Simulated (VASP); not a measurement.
Write the native input for VASP 6.6.1 that does the following.

```yaml
Task: single point
Functional: PBE
Potentials_or_basis: VASP PAW PBE potentials, release 64 (B, N)
Cutoff: 520 eV
k_mesh: 6 × 6 × 10
Occupations: gaussian, width 0.05 eV
Spin: no spin polarisation
Dipole_correction: no
Further_INCAR_settings: ALGO = Normal; EDIFF = 1e-06; NBANDS = 26
```

The structure of BN lies in POSCAR:

```
BN
1.0
    4.4890000000      0.0000000000      0.0000000000
    0.0000000000      4.4890000000      0.0000000000
    0.0000000000      0.0000000000      2.8551000000
B N
4 4
Direct
    0.1742811368      0.8257188632      0.5000000000
    0.3257188632      0.3257188632      0.0000000000
    0.6742811368      0.6742811368      0.0000000000
    0.8257188632      0.1742811368      0.5000000000
    0.8126115048      0.8126115048      0.5000000000
    0.3126115048      0.6873884952      0.0000000000
    0.6873884952      0.3126115048      0.0000000000
    0.1873884952      0.1873884952      0.5000000000
```

The input as run:

INCAR

```
PREC = Accurate ; ENCUT = 520
EDIFF = 1E-6 ; ISMEAR = 0
SIGMA = 0.05 ; LREAL = False
LASPH = True ; NELM = 80
ALGO = Normal ; ISIF = 2
LWAVE = False ; LCHARG = True
GGA = PE ; LELF = True
LVHAR = True ; NBANDS = 26
```

KPOINTS

```
regular mesh
0
Gamma
  6 6 10
```

Potentials or basis: VASP PAW PBE potentials, release 64 (B, N).

Launch:

```bash
$ cat potpaw_PBE.64/B/POTCAR potpaw_PBE.64/N/POTCAR > POTCAR
$ mpirun -np 1 vasp_std > vasp.out
```

It gave:

```yaml
Pressure: -37.9 GPa
Largest_force: 0.312 eV/Å
Band_gap_on_the_k_mesh: 4.13 eV
```

Caveat: the cell stands under tension.

Wall time 100 s on 1 thread of Intel Xeon 8259CL (shared host), peak memory 0.21 GiB.
